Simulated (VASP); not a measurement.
# TlBr (Pm-3m) in VASP: a series of runs

Runs on TlBr. Level: r2SCAN. Tasks: single point.

Everything below comes from runs of VASP 6.6.1. Logs are shortened: lines on timing, memory, paths and dates and some standing lists are left out, and cuts for length are marked.

## Step 1: The cell of the first run

Symmetry: Pm-3m, No. 221, cubic system. Conventional cell: a = 3.907 Å, b = 3.907 Å, c = 3.907 Å, α = 90.00°, β = 90.00°, γ = 90.00°. Within 4.4 Å of Tl (site symmetry m-3m) lie 8 Br at 3.38 Å and 6 Tl at 3.91 Å. Within 4.4 Å of Br (site symmetry m-3m) lie 8 Tl at 3.38 Å and 6 Br at 3.91 Å.

## Step 2: Single point, r2SCAN

The input, POSCAR:

```
TlBr
1.0
    3.9069129257      0.0000000000      0.0000000000
    0.0000000000      3.9069129257      0.0000000000
    0.0000000000      0.0000000000      3.9069129257
Tl Br
1 1
Direct
    0.0000000000      0.0000000000      0.0000000000
    0.5000000000      0.5000000000      0.5000000000
```

The input, INCAR.step1:

```
SYSTEM = TlBr
PREC     = Accurate       ! precision mode
ENCUT    = 550            ! plane-wave cutoff, eV
ISMEAR   = 0              ! smearing method
SIGMA    = 0.01           ! smearing width, eV
LREAL    = .False.        ! projectors in reciprocal space
LASPH    = .True.         ! aspherical terms in the spheres
NELM     = 120            ! most SCF steps
NBANDS   = 17             ! bands
GGA      = PE             ! functional
ALGO     = Normal         ! electronic algorithm
EDIFF    = 1E-5           ! SCF threshold, eV
LWAVE    = .True.         ! write WAVECAR
LCHARG   = .False.        ! write CHGCAR
GGA_COMPAT= .False.
```

The input, INCAR.step2:

```
SYSTEM = TlBr
PREC     = Accurate       ! precision mode
ENCUT    = 550            ! plane-wave cutoff, eV
EDIFF    = 1E-6           ! SCF threshold, eV
ISMEAR   = 0              ! smearing method
SIGMA    = 0.01           ! smearing width, eV
LREAL    = .False.        ! projectors in reciprocal space
LASPH    = .True.         ! aspherical terms in the spheres
NELM     = 120            ! most SCF steps
ALGO     = Normal         ! electronic algorithm
ISIF     = 2              ! what is computed and relaxed
LWAVE    = .False.        ! write WAVECAR
LCHARG   = .False.        ! write CHGCAR
METAGGA  = R2SCAN         ! meta-GGA
LMIXTAU  = .True.       
NBANDS   = 17             ! bands
ISTART   = 1            
GGA_COMPAT= .False.
```

The input, KPOINTS:

```
Automatic mesh
0
Gamma
  6 6 6
  0 0 0
```

Potentials or basis: VASP PAW PBE potentials, release 64 (Tl_d, Br).

Command:

```
$ cat potpaw_PBE.64/Tl_d/POTCAR potpaw_PBE.64/Br/POTCAR > POTCAR
$ cp INCAR.step1 INCAR
$ mpirun -np 1 vasp_std > vasp.out
$ cp INCAR.step2 INCAR
$ mpirun -np 1 vasp_std > vasp.out
```

OUTCAR:

```text
SYSTEM = TlBr
   PREC = Accurate
   ENCUT = 550
   EDIFF = 1E-6
   ISMEAR = 0
   LREAL = .False.
   LASPH = .True.
   NELM = 120
   ISIF = 2
   METAGGA = R2SCAN
   ISTART = 1

 ion  position               nearest neighbor table
   1  0.000  0.000  0.000-   2 3.38   2 3.38   2 3.38   2 3.38   2 3.38   2 3.38   2 3.38   2 3.38

   2  0.500  0.500  0.500-   1 3.38   1 3.38   1 3.38   1 3.38   1 3.38   1 3.38   1 3.38   1 3.38

  LATTYP: Found a simple cubic cell.
 ALAT       =     3.9069129257

  Lattice vectors:

 A1 = (   3.9069129257,   0.0000000000,   0.0000000000)
 A2 = (   0.0000000000,   3.9069129257,   0.0000000000)
 A3 = (   0.0000000000,   0.0000000000,   3.9069129257)

Analysis of symmetry for initial positions (statically):
=====================================================================
 Subroutine PRICEL returns:
 Original cell was already a primitive cell.

 Routine SETGRP: Setting up the symmetry group for a
 simple cubic supercell.

 Subroutine GETGRP returns: Found 48 space group operations
 (whereof 48 operations were pure point group operations)
 out of a pool of 48 trial point group operations.

The static configuration has the point symmetry O_h .

Analysis of symmetry for dynamics (positions and initial velocities):
=====================================================================
 Subroutine PRICEL returns:
 Original cell was already a primitive cell.

 Routine SETGRP: Setting up the symmetry group for a
 simple cubic supercell.

 Subroutine GETGRP returns: Found 48 space group operations
 (whereof 48 operations were pure point group operations)
 out of a pool of 48 trial point group operations.

The dynamic configuration has the point symmetry O_h .

 Subroutine INISYM returns: Found 48 space group operations
 (whereof 48 operations are pure point group operations),
 and found     1 'primitive' translations

----------------------------------------------------------------------------------------

                                     Primitive cell

  volume of cell :      59.6350

  direct lattice vectors                    reciprocal lattice vectors
     3.906912926  0.000000000  0.000000000     0.255956562  0.000000000  0.000000000
     0.000000000  3.906912926  0.000000000     0.000000000  0.255956562  0.000000000
     0.000000000  0.000000000  3.906912926     0.000000000  0.000000000  0.255956562

  length of vectors
     3.906912926  3.906912926  3.906912926     0.255956562  0.255956562  0.255956562

  position of ions in fractional coordinates (direct lattice)
     0.000000000  0.000000000  0.000000000
     0.500000000  0.500000000  0.500000000

  ion indices of the primitive-cell ions
   primitive index   ion index
                 1           1
                 2           2

----------------------------------------------------------------------------------------

 KPOINTS: Automatic mesh

Automatic generation of k-mesh.
 Grid dimensions read from file:
 generate k-points for:    6    6    6

 Generating k-lattice:

  Cartesian coordinates                     Fractional coordinates (reciprocal lattice)
     0.042659427  0.000000000  0.000000000     0.166666667  0.000000000  0.000000000
     0.000000000  0.042659427  0.000000000     0.000000000  0.166666667  0.000000000
     0.000000000  0.000000000  0.042659427     0.000000000  0.000000000  0.166666667

  Length of vectors
     0.042659427  0.042659427  0.042659427

  Shift w.r.t. Gamma in fractional coordinates (k-lattice)
     0.000000000  0.000000000  0.000000000

 Subroutine IBZKPT returns following result:
 ===========================================

 Found     20 irreducible k-points:

 Following reciprocal coordinates:
            Coordinates               Weight
  0.000000  0.000000  0.000000      1.000000
  0.166667  0.000000  0.000000      6.000000
  0.333333  0.000000  0.000000      6.000000
  0.500000  0.000000  0.000000      3.000000
  0.166667  0.166667  0.000000     12.000000
  0.333333  0.166667  0.000000     24.000000
[... 12 lines left out ...]
  0.500000  0.500000  0.333333      6.000000
  0.500000  0.500000  0.500000      1.000000
   k-points           NKPTS =     20   k-points in BZ     NKDIM =     20   number of bands    NBANDS=     17
   number of dos      NEDOS =    301   number of ions     NIONS =      2
   total plane-waves  NPLWV =  27000
   dimension x,y,z NGX =    30 NGY =   30 NGZ =   30
   dimension x,y,z NGXF=    60 NGYF=   60 NGZF=   60
   ions per type =               1   1
   NGX,Y,Z   is equivalent  to a cutoff of  12.77, 12.77, 12.77 a.u.
   NGXF,Y,Z  is equivalent  to a cutoff of  25.53, 25.53, 25.53 a.u.
 SYSTEM =  TlBr
   PREC   = accura    normal or accurate (medium, high low for compatibility)
   ISTART =      1    job   : 0-new  1-cont  2-samecut
   ICHARG =      0    charge: 1-file 2-atom 10-const
   ISPIN  =      1    spin polarized calculation?
   LNONCOLLINEAR =      F non collinear calculations
   LSORBIT =      F    spin-orbit coupling
   LASPH  =      T    aspherical Exc in radial PAW
   ENCUT  =  550.0 eV  40.42 Ry    6.36 a.u.   7.47  7.47  7.47*2*pi/ulx,y,z
   NELM   =    120;   NELMIN=  2; NELMDL=  0     # of ELM steps
   EDIFF  = 0.1E-05   stopping-criterion for ELM
   LREAL  =      F    real-space projection
   EDIFFG = 0.1E-04   stopping-criterion for IOM
   NSW    =      0    number of steps for IOM
   IBRION =     -1    ionic relax: 0-MD 1-quasi-New 2-CG
   NFREE  =      0    steps in history (QN), initial steepest desc. (CG)
   ISIF   =      2    stress and relaxation
   ISYM   =      2    0-nonsym 1-usesym 2-fastsym
   POTIM  = 0.5000    time-step for ionic-motion
   TEBEG  =    0.0;   TEEND  =   0.0 temperature during run
   PSTRESS=    0.0 pullay stress
   NELECT =      20.0000    total number of electrons
   NUPDOWN=      -1.0000    fix difference up-down
   EMIN   =  10.00;   EMAX   =-10.00  energy-range for DOS
   EFERMI =   0.00;   METHOD = LEGACY
   ISMEAR =     0;   SIGMA  =   0.01  broadening in eV -4-tet -1-fermi 0-gaus
   EFERMI_NEDOS =   21; number of points for ismear=-14 and -15
   IALGO  =     38    algorithm
   IMIX   =      4    mixing-type and parameters
     AMIX     =   0.40;   BMIX     =  1.00
     AMIX_MAG =   1.60;   BMIX_MAG =  1.00
  volume/ion in A,a.u.               =      29.82       201.22
  Fermi-wavevector in a.u.,A,eV,Ry     =   1.137412  2.149397 17.601936  1.293706
  Thomas-Fermi vector in A             =   2.274117
   LORBIT       =      0    0 simple, 1 ext, 2 COOP (PROOUT), +10 PAW based schemes
   METAGGA = R2SCAN    functional components
   LHFCALC =     F    Hartree Fock is set to
   AEXX    =    0.0000 exact exchange contribution
   IVDW    =     0    specifies the selected vdW correction
   LEPSILON=     F    determine dielectric tensor
   LRPA    =     F    only Hartree local field effects (RPA)
 non-spin polarized calculation
 Gauss-broadening in eV      SIGMA  =   0.01
  energy-cutoff  :      550.00
  volume of cell :       59.63
 maximum number of plane-waves:      1775
 NGX is ok and might be reduce to    30
   NGX = 15   NGY = 15   NGZ = 15

 number of electron      19.9999995 magnetization

 Free energy of the ion-electron system (eV)
  ---------------------------------------------------
  ext. energy  EPLUGINS =         0.00000000
  ---------------------------------------------------
  free energy    TOTEN  =       -68.35627489 eV

  energy without entropy =      -68.35627489  energy(sigma->0) =      -68.35627489

 E-fermi :   2.7773     XC(G=0):  -9.7068

 val. band max:        2.7203420282   @ k =   0.5000   0.0000   0.0000
 cond. band min:       4.8719743945   @ k =   0.5000   0.0000   0.0000
 fundamental gap:      2.1516323663
 Fermi energy:         2.7772763834

 k-point     1 :       0.0000    0.0000    0.0000
  band No.  band energies     occupation
      1     -11.8816      2.00000
      2      -7.8827      2.00000
      3      -7.8827      2.00000
      4      -7.6702      2.00000
      5      -7.6702      2.00000
      6      -7.6702      2.00000
[... 9 lines left out ...]
     16      15.2107      0.00000
     17      16.9382      0.00000

 k-point     2 :       0.1667    0.0000    0.0000
  band No.  band energies     occupation
      1     -11.8130      2.00000
      2      -7.8796      2.00000
      3      -7.8442      2.00000
      4      -7.6889      2.00000
      5      -7.6889      2.00000
      6      -7.6685      2.00000
[... 9 lines left out ...]
     16      16.5924      0.00000
     17      16.6534      0.00000

 k-point     3 :       0.3333    0.0000    0.0000
  band No.  band energies     occupation
      1     -11.6680      2.00000
      2      -7.8733      2.00000
      3      -7.7702      2.00000
      4      -7.7259      2.00000
      5      -7.7259      2.00000
      6      -7.6652      2.00000
[... 9 lines left out ...]
     16      14.6919      0.00000
     17      16.9657      0.00000

 k-point     4 :       0.5000    0.0000    0.0000
  band No.  band energies     occupation
      1     -11.5910      2.00000
      2      -7.8702      2.00000
      3      -7.7441      2.00000
      4      -7.7441      2.00000
      5      -7.7354      2.00000
      6      -7.6635      2.00000
[... 9 lines left out ...]
     16      16.9750      0.00000
     17      17.1776      0.00000

 k-point     5 :       0.1667    0.1667    0.0000
  band No.  band energies     occupation
      1     -11.7521      2.00000
      2      -7.8596      2.00000
      3      -7.8210      2.00000
      4      -7.6999      2.00000
      5      -7.6895      2.00000
      6      -7.6830      2.00000
[... 9 lines left out ...]
     16      14.9168      0.00000
     17      15.4740      0.00000

 k-point     6 :       0.3333    0.1667    0.0000
  band No.  band energies     occupation
      1     -11.6246      2.00000
      2      -7.8474      2.00000
      3      -7.7493      2.00000
      4      -7.7214      2.00000
      5      -7.7185      2.00000
      6      -7.6806      2.00000
[... 9 lines left out ...]
     16      15.0990      0.00000
     17      15.2529      0.00000
[... 201 lines left out ...]
 k-point    17 :       0.3333    0.3333    0.3333
  band No.  band energies     occupation
      1     -11.3885      2.00000
      2      -7.7877      2.00000
      3      -7.7877      2.00000
      4      -7.7050      2.00000
      5      -7.6794      2.00000
      6      -7.6794      2.00000
[... 9 lines left out ...]
     16      14.6033      0.00000
     17      18.8934      0.00000

 k-point    18 :       0.5000    0.3333    0.3333
  band No.  band energies     occupation
      1     -11.3369      2.00000
      2      -7.8126      2.00000
      3      -7.7842      2.00000
      4      -7.7365      2.00000
      5      -7.6778      2.00000
      6      -7.6343      2.00000
[... 9 lines left out ...]
     16      15.5344      0.00000
     17      19.6650      0.00000

 k-point    19 :       0.5000    0.5000    0.3333
  band No.  band energies     occupation
      1     -11.2828      2.00000
      2      -7.8086      2.00000
      3      -7.8086      2.00000
      4      -7.7888      2.00000
      5      -7.6553      2.00000
      6      -7.6090      2.00000
[... 9 lines left out ...]
     16      16.1645      0.00000
     17      20.1875      0.00000

 k-point    20 :       0.5000    0.5000    0.5000
  band No.  band energies     occupation
      1     -11.2207      2.00000
      2      -7.8365      2.00000
      3      -7.8365      2.00000
      4      -7.8365      2.00000
      5      -7.6081      2.00000
      6      -7.6081      2.00000
[... 9 lines left out ...]
     16      16.8118      0.00000
     17      20.3948      0.00000

------------------------ aborting loop because EDIFF is reached ----------------------------------------

  FORCE on cell =-STRESS in cart. coord.  units (eV):
  Direction    XX          YY          ZZ          XY          YZ          ZX
  --------------------------------------------------------------------------------------
  -------------------------------------------------------------------------------------
  Total        0.7288262      0.7288262      0.7288262     -0.0000000     -0.0000000     -0.0000000
  in kB       19.5809315     19.5809315     19.5809315     -0.0000000     -0.0000000     -0.0000000
  external PRESSURE =      19.5809315 kB  Pullay stress =       0.0000000 kB

 VOLUME and BASIS-vectors are now :
 -----------------------------------------------------------------------------
  energy-cutoff  :      550.00
  volume of cell :       59.63
      direct lattice vectors                 reciprocal lattice vectors
     3.906912926  0.000000000  0.000000000     0.255956562  0.000000000  0.000000000
     0.000000000  3.906912926  0.000000000     0.000000000  0.255956562  0.000000000
     0.000000000  0.000000000  3.906912926     0.000000000  0.000000000  0.255956562

 POSITION                                       TOTAL-FORCE (eV/Angst)
 -----------------------------------------------------------------------------------
      0.00000      0.00000      0.00000         0.000000      0.000000      0.000000
      1.95346      1.95346      1.95346         0.000000      0.000000      0.000000
 -----------------------------------------------------------------------------------
    total drift:                                0.000000     -0.000000     -0.000000

  FREE ENERGIE OF THE ION-ELECTRON SYSTEM (eV)
  ---------------------------------------------------
  free  energy   TOTEN  =       -68.3562748903 eV

  energy  without entropy=      -68.3562748903  energy(sigma->0) =      -68.35627489
```

Wall time 51 s (1 thread of Intel Xeon 6975P-C (Granite Rapids), shared host); peak memory 0.18 GiB.

What came out:

```yaml
Free_energy: -68.3563 eV
Pressure: 2.0 GPa
Band_gap_on_the_k_mesh: 2.15 eV, direct
```

Caveat: the PAW data sets were made with another functional, which shifts forces and pressure a little; spin-orbit coupling is left out, which moves the levels of the heavy elements. r2SCAN opens gaps a little over a GGA but as a rule still falls short of measured ones.

(Continued in part 2 of 2.)
